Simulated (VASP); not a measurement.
Here is a VASP 6.6.1 calculation.

INCAR

```
SYSTEM = CsIr2
ALGO = Fast
EDIFF = 1E-7
EDIFFG = -0.01
ENCUT = 600
GGA = PE
IBRION = 2
ISIF = 3
ISMEAR = 0
LASPH = .True.
LCHARG = .False.
LREAL = .False.
LWAVE = .False.
NELM = 100
NSW = 100
PREC = Accurate
SIGMA = 0.1
```

KPOINTS

```
k-points
0
Gamma
  8 8 8
  0 0 0
```

File POSCAR:

```
CsIr2
1.0
    0.0000000000      4.0076587548      4.0076587548
    4.0076587548      0.0000000000      4.0076587548
    4.0076587548      4.0076587548      0.0000000000
Cs Ir
2 4
Direct
    0.5000000000      0.5000000000      0.5000000000
    0.7500000000      0.7500000000      0.7500000000
    0.1250000000      0.1250000000      0.1250000000
    0.6250000000      0.1250000000      0.1250000000
    0.1250000000      0.1250000000      0.6250000000
    0.1250000000      0.6250000000      0.1250000000
```

Potentials or basis: VASP PAW PBE potentials, release 64 (Cs_sv, Ir).

Command:

```sh
$ cat potpaw_PBE.64/Cs_sv/POTCAR potpaw_PBE.64/Ir/POTCAR > POTCAR
$ mpirun -np 1 vasp_std > vasp.out
```

Problem. Predict the relaxed cell.

Solution. a = 5.678 Å, b = 5.678 Å, c = 5.678 Å, α = 60.00°, β = 60.00°, γ = 60.00°.

Problem. Predict the relaxed volume.

Solution. 21.57 Å³/atom.

Problem. Estimate the space group after relaxing (to 0.1 Å).

Solution. Fd-3m (No. 227).

Problem. What does it give for the band gap on the k mesh?

Solution. Zero (bands 27 and 28 overlap by 1.50 eV).

Final structure:
```cif
data_structure
_symmetry_space_group_name_H-M 'P 1'
_symmetry_Int_Tables_number 1
_cell_length_a 5.6780
_cell_length_b 5.6780
_cell_length_c 5.6780
_cell_angle_alpha 60.000
_cell_angle_beta 60.000
_cell_angle_gamma 60.000
_cell_volume 129.44
loop_
_atom_site_label
_atom_site_type_symbol
_atom_site_fract_x
_atom_site_fract_y
_atom_site_fract_z
_atom_site_occupancy
Cs1 Cs 0.50000 0.50000 0.50000 1
Cs2 Cs 0.75000 0.75000 0.75000 1
Ir1 Ir 0.12500 0.12500 0.12500 1
Ir2 Ir 0.62500 0.12500 0.12500 1
Ir3 Ir 0.12500 0.12500 0.62500 1
Ir4 Ir 0.12500 0.62500 0.12500 1
```

Caveat: spin-orbit coupling is left out, which moves the levels of the heavy elements.
